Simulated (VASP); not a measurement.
Input of a VASP 6.6.1 run:

Contents of INCAR:

```
SYSTEM = Ta
ALGO = Normal
EDIFF = 1E-6
EDIFFG = -0.01
ENCUT = 600
GGA = PS
IBRION = 2
ISIF = 3
ISMEAR = -1
LASPH = .TRUE.
LCHARG = .FALSE.
LREAL = .FALSE.
LWAVE = .FALSE.
NELM = 80
NSW = 60
PREC = Accurate
PSTRESS = 200.0
SIGMA = 0.05
```

File KPOINTS:

```
k-points
0
G
  11 11 5
  0 0 0
```

Contents of POSCAR:

```
Ta
1.0
    2.9003720726      0.0000000000      0.0000000000
   -1.4501860363      2.5117958953      0.0000000000
    0.0000000000      0.0000000000      5.1662740000
Ta
2
Direct
    0.3333333333      0.6666666667      0.2500000000
    0.6666666667      0.3333333333      0.7500000000
```

Potentials or basis: VASP PAW PBE potentials, release 64 (Ta_pv).

The run is started by

```console
$ cat potpaw_PBE.64/Ta_pv/POTCAR > POTCAR
$ mpirun -np 1 vasp_std > vasp.out
```

Q: Estimate the relaxed volume.

A: 16.68 Å³/atom.

Q: Predict the band gap on the k mesh.

A: Zero (bands 11 and 12 overlap by 1.90 eV).

Q: What does it give for the space group after relaxing (to 0.1 Å)?

A: P6_3/mmc (No. 194).

Q: Predict the relaxed cell.

A: a = 2.789 Å, b = 2.789 Å, c = 4.952 Å, α = 90.00°, β = 90.00°, γ = 120.00°.

Step by step:
| step | energy change (eV) | largest force (eV/Å) | pressure (GPa) | volume (Å³) |
| --- | --- | --- | --- | --- |
| 1 | 0.0000 | 0.0000 | -7.25 | 37.64 |
| 2 | 6.5007 | 0.0000 | 223.56 | 22.75 |
| 3 | 0.0681 | 0.0000 | 15.08 | 33.97 |
| 4 | 0.1143 | 0.0000 | 18.68 | 33.53 |
| 5 | 0.1326 | 0.0000 | 19.91 | 33.38 |
| 6 | 0.1430 | 0.0000 | 20.59 | 33.30 |
| 7 | 0.1117 | 0.0000 | 18.28 | 33.55 |
| 8 | 0.1276 | 0.0000 | 19.51 | 33.41 |
| 9 | 0.1444 | 0.0000 | 20.56 | 33.28 |
| 10 | 0.1352 | 0.0000 | 19.97 | 33.35 |

Caveat: the cell is relaxed towards a set pressure, so the run minimises the enthalpy, not the energy; the PAW data sets were made with another functional, which shifts forces and pressure a little; spin-orbit coupling is left out, which moves the levels of the heavy elements.
